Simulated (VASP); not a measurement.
# KF (Pm-3m) in VASP: further runs

Runs on KF. Level: PBEsol. Tasks: single point.

Everything below comes from runs of VASP 6.6.1. Logs are shortened: lines on timing, memory, paths and dates and some standing lists are left out, and cuts for length are marked.

### Step 1. The cell of the first run

Symmetry: Pm-3m, No. 221, cubic system. The conventional cell has a = 3.389 Å, b = 3.389 Å, c = 3.389 Å, α = 90.00°, β = 90.00°, γ = 90.00°. Within 3.9 Å of K (site symmetry m-3m) lie 8 F at 2.94 Å and 6 K at 3.39 Å. F (site symmetry m-3m) has 8 K at 2.94 Å and 6 F at 3.39 Å within 3.9 Å.

### Step 2. Single point, PBEsol (strain +0.040 along x and y, +0.040 along z)

File INCAR:

```
SYSTEM = KF
PREC = Accurate
ENCUT = 520
EDIFF = 1E-6
ISMEAR = 0
SIGMA = 0.05
LREAL = .False.
LASPH = .True.
NELM = 60
ALGO = Normal
ISIF = 2
LWAVE = .False.
LCHARG = .False.
GGA = PS
NBANDS = 15
```

File KPOINTS:

```
regular mesh
0
Gamma
  8 8 8
  0 0 0
```

File POSCAR:

```
KF
1.0
    3.3893132000      0.0000000000      0.0000000000
    0.0000000000      3.3893132000      0.0000000000
    0.0000000000      0.0000000000      3.3893132000
K F
1 1
Direct
    0.0000000000      0.0000000000      0.0000000000
    0.5000000000      0.5000000000      0.5000000000
```

Potentials or basis: VASP PAW PBE potentials, release 64 (K_sv, F).

Command:

```
cat potpaw_PBE.64/K_sv/POTCAR potpaw_PBE.64/F/POTCAR > POTCAR
mpirun -np 1 vasp_std > vasp.out
```

OUTCAR:

```text
SYSTEM = KF
   PREC = Accurate
   ENCUT = 520
   EDIFF = 1E-6
   ISMEAR = 0
   LREAL = .False.
   LASPH = .True.
   NELM = 60
   ISIF = 2
   GGA = PS

 ion  position               nearest neighbor table
   1  0.000  0.000  0.000-
   2  0.500  0.500  0.500-

  LATTYP: Found a simple cubic cell.
 ALAT       =     3.3893132000

  Lattice vectors:

 A1 = (   3.3893132000,   0.0000000000,   0.0000000000)
 A2 = (   0.0000000000,   3.3893132000,   0.0000000000)
 A3 = (   0.0000000000,   0.0000000000,   3.3893132000)

Analysis of symmetry for initial positions (statically):
=====================================================================
 Subroutine PRICEL returns:
 Original cell was already a primitive cell.

 Routine SETGRP: Setting up the symmetry group for a
 simple cubic supercell.

 Subroutine GETGRP returns: Found 48 space group operations
 (whereof 48 operations were pure point group operations)
 out of a pool of 48 trial point group operations.

The static configuration has the point symmetry O_h .

Analysis of symmetry for dynamics (positions and initial velocities):
=====================================================================
 Subroutine PRICEL returns:
 Original cell was already a primitive cell.

 Routine SETGRP: Setting up the symmetry group for a
 simple cubic supercell.

 Subroutine GETGRP returns: Found 48 space group operations
 (whereof 48 operations were pure point group operations)
 out of a pool of 48 trial point group operations.

The dynamic configuration has the point symmetry O_h .

 Subroutine INISYM returns: Found 48 space group operations
 (whereof 48 operations are pure point group operations),
 and found     1 'primitive' translations

----------------------------------------------------------------------------------------

                                     Primitive cell

  volume of cell :      38.9345

  direct lattice vectors                    reciprocal lattice vectors
     3.389313200  0.000000000  0.000000000     0.295045026  0.000000000  0.000000000
     0.000000000  3.389313200  0.000000000     0.000000000  0.295045026  0.000000000
     0.000000000  0.000000000  3.389313200     0.000000000  0.000000000  0.295045026

  length of vectors
     3.389313200  3.389313200  3.389313200     0.295045026  0.295045026  0.295045026

  position of ions in fractional coordinates (direct lattice)
     0.000000000  0.000000000  0.000000000
     0.500000000  0.500000000  0.500000000

  ion indices of the primitive-cell ions
   primitive index   ion index
                 1           1
                 2           2

----------------------------------------------------------------------------------------

 KPOINTS: regular mesh

Automatic generation of k-mesh.
 Grid dimensions read from file:
 generate k-points for:    8    8    8

 Generating k-lattice:

  Cartesian coordinates                     Fractional coordinates (reciprocal lattice)
     0.036880628  0.000000000  0.000000000     0.125000000  0.000000000  0.000000000
     0.000000000  0.036880628  0.000000000     0.000000000  0.125000000  0.000000000
     0.000000000  0.000000000  0.036880628     0.000000000  0.000000000  0.125000000

  Length of vectors
     0.036880628  0.036880628  0.036880628

  Shift w.r.t. Gamma in fractional coordinates (k-lattice)
     0.000000000  0.000000000  0.000000000

 Subroutine IBZKPT returns following result:
 ===========================================

 Found     35 irreducible k-points:

 Following reciprocal coordinates:
            Coordinates               Weight
  0.000000  0.000000  0.000000      1.000000
  0.125000  0.000000  0.000000      6.000000
  0.250000  0.000000  0.000000      6.000000
  0.375000  0.000000  0.000000      6.000000
  0.500000  0.000000  0.000000      3.000000
  0.125000  0.125000  0.000000     12.000000
[... 16 lines left out ...]
  0.375000  0.375000  0.125000     24.000000
  0.500000  0.375000  0.125000     24.000000
 [... further k-points ...]
   k-points           NKPTS =     35   k-points in BZ     NKDIM =     35   number of bands    NBANDS=     15
   number of dos      NEDOS =    301   number of ions     NIONS =      2
   total plane-waves  NPLWV =  21952
   dimension x,y,z NGX =    28 NGY =   28 NGZ =   28
   dimension x,y,z NGXF=    56 NGYF=   56 NGZF=   56
   ions per type =               1   1
   NGX,Y,Z   is equivalent  to a cutoff of  13.73, 13.73, 13.73 a.u.
   NGXF,Y,Z  is equivalent  to a cutoff of  27.47, 27.47, 27.47 a.u.
 SYSTEM =  KF
   PREC   = accura    normal or accurate (medium, high low for compatibility)
   ISTART =      0    job   : 0-new  1-cont  2-samecut
   ICHARG =      2    charge: 1-file 2-atom 10-const
   ISPIN  =      1    spin polarized calculation?
   LNONCOLLINEAR =      F non collinear calculations
   LSORBIT =      F    spin-orbit coupling
   LASPH  =      T    aspherical Exc in radial PAW
   ENCUT  =  520.0 eV  38.22 Ry    6.18 a.u.   6.30  6.30  6.30*2*pi/ulx,y,z
   NELM   =     60;   NELMIN=  2; NELMDL= -5     # of ELM steps
   EDIFF  = 0.1E-05   stopping-criterion for ELM
   LREAL  =      F    real-space projection
   EDIFFG = 0.1E-04   stopping-criterion for IOM
   NSW    =      0    number of steps for IOM
   IBRION =     -1    ionic relax: 0-MD 1-quasi-New 2-CG
   NFREE  =      0    steps in history (QN), initial steepest desc. (CG)
   ISIF   =      2    stress and relaxation
   ISYM   =      2    0-nonsym 1-usesym 2-fastsym
   POTIM  = 0.5000    time-step for ionic-motion
   TEBEG  =    0.0;   TEEND  =   0.0 temperature during run
   PSTRESS=    0.0 pullay stress
   NELECT =      16.0000    total number of electrons
   NUPDOWN=      -1.0000    fix difference up-down
   EMIN   =  10.00;   EMAX   =-10.00  energy-range for DOS
   EFERMI =   0.00;   METHOD = LEGACY
   ISMEAR =     0;   SIGMA  =   0.05  broadening in eV -4-tet -1-fermi 0-gaus
   EFERMI_NEDOS =   21; number of points for ismear=-14 and -15
   IALGO  =     38    algorithm
   IMIX   =      4    mixing-type and parameters
     AMIX     =   0.40;   BMIX     =  1.00
     AMIX_MAG =   1.60;   BMIX_MAG =  1.00
  volume/ion in A,a.u.               =      19.47       131.37
  Fermi-wavevector in a.u.,A,eV,Ry     =   1.217129  2.300039 20.155697  1.481402
  Thomas-Fermi vector in A             =   2.352459
   LORBIT       =      0    0 simple, 1 ext, 2 COOP (PROOUT), +10 PAW based schemes
   GGA     = PS    functional components
   LHFCALC =     F    Hartree Fock is set to
   AEXX    =    0.0000 exact exchange contribution
   IVDW    =     0    specifies the selected vdW correction
   LEPSILON=     F    determine dielectric tensor
   LRPA    =     F    only Hartree local field effects (RPA)
 non-spin polarized calculation
 Gauss-broadening in eV      SIGMA  =   0.05
  energy-cutoff  :      520.00
  volume of cell :       38.93
 maximum number of plane-waves:      1064
 NGX is ok and might be reduce to    28
   NGX = 13   NGY = 13   NGZ = 13

 number of electron      15.9999985 magnetization

 Free energy of the ion-electron system (eV)
  ---------------------------------------------------
  ext. energy  EPLUGINS =         0.00000000
  ---------------------------------------------------
  free energy    TOTEN  =        -8.24362883 eV

  energy without entropy =       -8.24362883  energy(sigma->0) =       -8.24362883

 E-fermi :  -2.2195     XC(G=0):  -8.6694

 val. band max:       -2.4666371529   @ k =   0.5000   0.5000   0.0000
 cond. band min:       2.9220903752   @ k =   0.0000   0.0000   0.0000
 fundamental gap:      5.3887275280
 Fermi energy:        -2.2195157458

 k-point     1 :       0.0000    0.0000    0.0000
  band No.  band energies     occupation
      1     -29.6005      2.00000
      2     -21.1460      2.00000
      3     -12.8116      2.00000
      4     -12.8116      2.00000
      5     -12.8116      2.00000
      6      -2.5323      2.00000
      7      -2.5323      2.00000
      8      -2.5323      2.00000
      9       2.9221      0.00000
     10       5.5970      0.00000
     11       5.5970      0.00000
     12      10.6675      0.00000
     13      10.6675      0.00000
     14      10.6675      0.00000
     15      16.6414      0.00000

 k-point     2 :       0.1250    0.0000    0.0000
  band No.  band energies     occupation
      1     -29.5889      2.00000
      2     -21.1466      2.00000
      3     -12.8942      2.00000
      4     -12.8004      2.00000
      5     -12.8004      2.00000
      6      -2.7098      2.00000
      7      -2.5416      2.00000
      8      -2.5416      2.00000
      9       3.3006      0.00000
     10       5.7081      0.00000
     11       5.8805      0.00000
     12      10.4140      0.00000
     13      10.4140      0.00000
     14      10.7097      0.00000
     15      15.6228      0.00000

 k-point     3 :       0.2500    0.0000    0.0000
  band No.  band energies     occupation
      1     -29.5604      2.00000
      2     -21.1479      2.00000
      3     -13.0866      2.00000
      4     -12.7732      2.00000
      5     -12.7732      2.00000
      6      -3.0895      2.00000
      7      -2.5647      2.00000
      8      -2.5647      2.00000
      9       4.2568      0.00000
     10       6.0038      0.00000
     11       6.5598      0.00000
     12       9.8979      0.00000
     13       9.8979      0.00000
     14      10.8144      0.00000
     15      14.2145      0.00000

 k-point     4 :       0.3750    0.0000    0.0000
  band No.  band energies     occupation
      1     -29.5317      2.00000
      2     -21.1500      2.00000
      3     -13.2701      2.00000
      4     -12.7458      2.00000
      5     -12.7458      2.00000
      6      -3.4208      2.00000
      7      -2.5888      2.00000
      8      -2.5888      2.00000
      9       5.3987      0.00000
     10       6.3518      0.00000
     11       7.1306      0.00000
     12       9.4725      0.00000
     13       9.4725      0.00000
     14      10.9237      0.00000
     15      13.2241      0.00000
[... 307 lines left out ...]
 k-point    22 :       0.5000    0.2500    0.1250
  band No.  band energies     occupation
      1     -29.4752      2.00000
      2     -21.1002      2.00000
      3     -13.3583      2.00000
      4     -13.0588      2.00000
      5     -12.7992      2.00000
      6      -3.2724      2.00000
      7      -2.8679      2.00000
      8      -2.6198      2.00000
      9       6.4656      0.00000
     10       6.5500      0.00000
     11       7.8070      0.00000
     12       8.5079      0.00000
     13       9.3693      0.00000
     14      10.1803      0.00000
     15      12.8668      0.00000

 k-point    23 :       0.3750    0.3750    0.1250
  band No.  band energies     occupation
      1     -29.4611      2.00000
      2     -21.0825      2.00000
      3     -13.2888      2.00000
      4     -13.2680      2.00000
      5     -12.7848      2.00000
      6      -3.1142      2.00000
      7      -3.0236      2.00000
      8      -2.6214      2.00000
      9       6.0641      0.00000
     10       6.5716      0.00000
     11       8.6117      0.00000
     12       8.6960      0.00000
     13       9.3436      0.00000
     14       9.5956      0.00000
     15      13.3384      0.00000

 k-point    24 :       0.5000    0.3750    0.1250
  band No.  band energies     occupation
      1     -29.4507      2.00000
      2     -21.0727      2.00000
      3     -13.3654      2.00000
      4     -13.2797      2.00000
      5     -12.7745      2.00000
      6      -3.1433      2.00000
      7      -3.0284      2.00000
      8      -2.6120      2.00000
      9       6.0301      0.00000
     10       6.4976      0.00000
     11       8.5079      0.00000
     12       8.6835      0.00000
     13       9.4888      0.00000
     14      10.4970      0.00000
     15      12.6135      0.00000

 [... further k-points ...]
[... 5 lines left out ...]
  --------------------------------------------------------------------------------------
  -------------------------------------------------------------------------------------
  Total       -1.1505217     -1.1505217     -1.1505217     -0.0000000     -0.0000000      0.0000000
  in kB      -47.3445841    -47.3445841    -47.3445841     -0.0000000     -0.0000000      0.0000000
  external PRESSURE =     -47.3445841 kB  Pullay stress =       0.0000000 kB

 VOLUME and BASIS-vectors are now :
 -----------------------------------------------------------------------------
  energy-cutoff  :      520.00
  volume of cell :       38.93
      direct lattice vectors                 reciprocal lattice vectors
     3.389313200  0.000000000  0.000000000     0.295045026  0.000000000  0.000000000
     0.000000000  3.389313200  0.000000000     0.000000000  0.295045026  0.000000000
     0.000000000  0.000000000  3.389313200     0.000000000  0.000000000  0.295045026

 POSITION                                       TOTAL-FORCE (eV/Angst)
 -----------------------------------------------------------------------------------
      0.00000      0.00000      0.00000         0.000000      0.000000      0.000000
      1.69466      1.69466      1.69466         0.000000      0.000000      0.000000
 -----------------------------------------------------------------------------------
    total drift:                                0.000000      0.000000      0.000000

  FREE ENERGIE OF THE ION-ELECTRON SYSTEM (eV)
  ---------------------------------------------------
  free  energy   TOTEN  =        -8.2436288322 eV

  energy  without entropy=       -8.2436288322  energy(sigma->0) =       -8.24362883
```

Run time: 17 s. Hardware: 1 thread of Intel Xeon Platinum 8488C (Sapphire Rapids), shared host; peak memory 0.16 GiB.

Results:

| Quantity | Value |
| --- | --- |
| Free energy | -8.2436 eV |
| Pressure | -4.7 GPa |
| Band gap on the k mesh | 5.39 eV, indirect (least direct gap 5.45 eV) |

Caveat: the cell differs from its parent crystal (strain +0.040 along x and y, +0.040 along z); the PAW data sets were made with another functional, which shifts forces and pressure a little. A k mesh can miss the band edges.

### Step 3. Single point, PBEsol (strain +0.080 along x and y, +0.080 along z)

File INCAR:

```
PREC     = Accurate       # precision mode
ENCUT    = 520            # plane-wave cutoff, eV
EDIFF    = 1E-6           # SCF threshold, eV
ISMEAR   = 0              # smearing method
SIGMA    = 0.05           # smearing width, eV
LREAL    = F              # projectors in reciprocal space
LASPH    = T              # aspherical terms in the spheres
NELM     = 100            # most SCF steps
ALGO     = Normal         # electronic algorithm
ISIF     = 2              # what is computed and relaxed
LWAVE    = F              # write WAVECAR
LCHARG   = T              # write CHGCAR
GGA      = PS             # functional
LELF     = T              # ELF
LVHAR    = T            
NBANDS   = 15             # bands
```

File KPOINTS:

```
Automatic mesh
0
Gamma
  8 8 8
```

File POSCAR:

```
KF
1.0
    3.5196714000      0.0000000000      0.0000000000
    0.0000000000      3.5196714000      0.0000000000
    0.0000000000      0.0000000000      3.5196714000
K F
1 1
Direct
    0.0000000000      0.0000000000      0.0000000000
    0.5000000000      0.5000000000      0.5000000000
```

Potentials or basis: VASP PAW PBE potentials, release 64 (K_sv, F).

Command:

```
cat potpaw_PBE.64/K_sv/POTCAR potpaw_PBE.64/F/POTCAR > POTCAR
mpirun -np 1 vasp_std > vasp.out
```

Run time: 16 s. Hardware: 1 thread of Intel Xeon Platinum 8488C (Sapphire Rapids), shared host; peak memory 0.16 GiB.

It converged, with:

| Property | Result |
| --- | --- |
| Free energy | -8.0946 eV |
| Pressure | -5.7 GPa |
| Band gap on the k mesh | 4.82 eV, indirect (least direct gap 4.89 eV) |

Levels at points of the mesh, in eV from the valence-band top:
```csv
k point,band 5,band 6,band 7,band 8,band 9,band 10,band 11,band 12
"(0.00, 0.00, 0.00)",-10.75,-0.07,-0.07,-0.07,4.82,7.89,7.89,12.47
"(0.50, 0.00, 0.00)",-10.70,-0.93,-0.11,-0.11,7.86,8.72,8.79,11.21
"(0.50, 0.50, 0.00)",-10.66,-0.54,-0.54,0.00,7.78,8.08,10.88,10.88
"(0.50, 0.50, 0.50)",-11.09,-0.71,-0.71,-0.71,9.36,9.36,9.36,12.72
```

Caveat: the cell differs from its parent crystal (strain +0.080 along x and y, +0.080 along z); the PAW data sets were made with another functional, which shifts forces and pressure a little. A k mesh can miss the band edges.
